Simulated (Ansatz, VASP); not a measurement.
AlAu2 in VASP and in Ansatz

INCAR

```
SYSTEM = AlAu2
PREC = Accurate
ENCUT = 520
EDIFF = 1E-7
ISMEAR = 0
SIGMA = 0.15
LREAL = .FALSE.
LASPH = .TRUE.
NELM = 80
ALGO = Fast
ISIF = 2
LWAVE = .FALSE.
LCHARG = .FALSE.
NBANDS = 20
```

KPOINTS

```
regular mesh
0
G
  16 16 16
  0 0 0
```

File POSCAR:

```
AlAu2
1.0
   -1.6104675783      1.6104675783      4.5566569661
    1.6104675783     -1.6104675783      4.5566569661
    1.6104675783      1.6104675783     -4.5566569661
Al Au
1 2
Direct
    0.0000000000      0.0000000000      0.0000000000
    0.6570428093      0.6570428093      0.0000000000
    0.3429571907      0.3429571907      0.0000000000
```

Input for Ansatz:

```yaml
crystal:
  lattice:
    - [-1.6104675783, 1.6104675783, 4.5566569661]
    - [1.6104675783, -1.6104675783, 4.5566569661]
    - [1.6104675783, 1.6104675783, -4.5566569661]
  atoms:
    - { symbol: Al, position: [0.0, 0.0, 0.0] }
    - { symbol: Au, position: [0.6570428093, 0.6570428093, 0.0] }
    - { symbol: Au, position: [0.3429571907, 0.3429571907, 0.0] }
basis:
  ecutwfc: 420
kpoints:
  mp_grid: { grid: [16, 16, 16] }
hamiltonian:
  xc: lda
scf:
  occupations: { method: gaussian, width: 0.15 }
output:
  forces: true
  stress: true
  eigenvalues: true
```

Alike in both runs: task single point; functional LDA; k mesh 16 × 16 × 16; occupations gaussian, width 0.15 eV; no spin polarisation.

```csv
,VASP,Ansatz
version,VASP 6.6.1,Ansatz 0.2.0
potentials or method,"VASP PAW LDA potentials, release 64 (Al, Au), cutoff 520 eV","scalar-relativistic, plane waves, PAW"
valence electrons in the cell,25,41
```

Ansatz gave:

- gap on the k mesh at the Fermi level (eV): none
- pressure (GPa): -0.7
- traceless stress, the component that is largest in VASP (GPa): -4.44
- rms of the force components (eV/Å): 0.244

Q: Which values does VASP return?

A: gap on the k mesh at the Fermi level (eV): none; pressure (GPa): -0.3; traceless stress, the component that is largest in VASP (GPa): -4.37; rms of the force components (eV/Å): 0.238.

LDA's correlation is that of Perdew and Zunger in VASP and of Perdew and Wang (1992) in Ansatz. Atom by atom the forces differ by 0.006 eV/Å (rms over components). A gap of «none» marks a metal or a gap that the smearing closes. VASP's potentials hold 25 valence electrons a cell and Ansatz's 41, so a difference there can come from the potentials and not from the codes.

Neither program's run includes spin-orbit coupling.
